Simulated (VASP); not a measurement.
The system is Sn.

```xyz
2
Lattice="0.0000 3.2333 3.2333 3.2333 0.0000 3.2333 3.2333 3.2333 0.0000" Properties=species:S:1:pos:R:3 pbc="T T T"
Sn    4.8500    4.8500    4.8500
Sn    3.2333    3.2333    3.2333
```

This isn't the form of Sn at room conditions, which is tetragonal (white tin).

```yaml
Program: VASP 6.6.1
Task: relaxation of cell and atoms
Functional: b88 exchange, pbe correlation
Potentials_or_basis: VASP PAW PBE potentials, release 64 (Sn_d)
Cutoff: 500 eV
k_mesh: 7 × 7 × 7
Occupations: fermi-dirac, width 0.05 eV
Spin: no spin polarisation
```

At the start: pressure 3.6 GPa; volume 33.80 Å³/atom.

Task: Where does the relaxation end?

Result: Over 3 steps the energy falls by 29.8 meV/atom and the volume is 36.70 Å³/atom (+8.6 %); space group Fd-3m (No. 227, to 0.1 Å) before and after.

The path:
```tsv
step	energy change (eV)	largest force (eV/Å)	pressure (GPa)	volume (Å³)
1	0.0000	0.0000	3.58	67.61
2	-0.0548	0.0000	-0.81	75.27
3	-0.0597	0.0000	0.01	73.40
```

Final structure:
```
CELL_PARAMETERS angstrom
0.00000 3.32316 3.32316
3.32316 0.00000 3.32316
3.32316 3.32316 0.00000
ATOMIC_POSITIONS crystal
Sn 0.75000 0.75000 0.75000
Sn 0.50000 0.50000 0.50000
```

Caveat: the PAW data sets were made with another functional, which shifts forces and pressure a little.
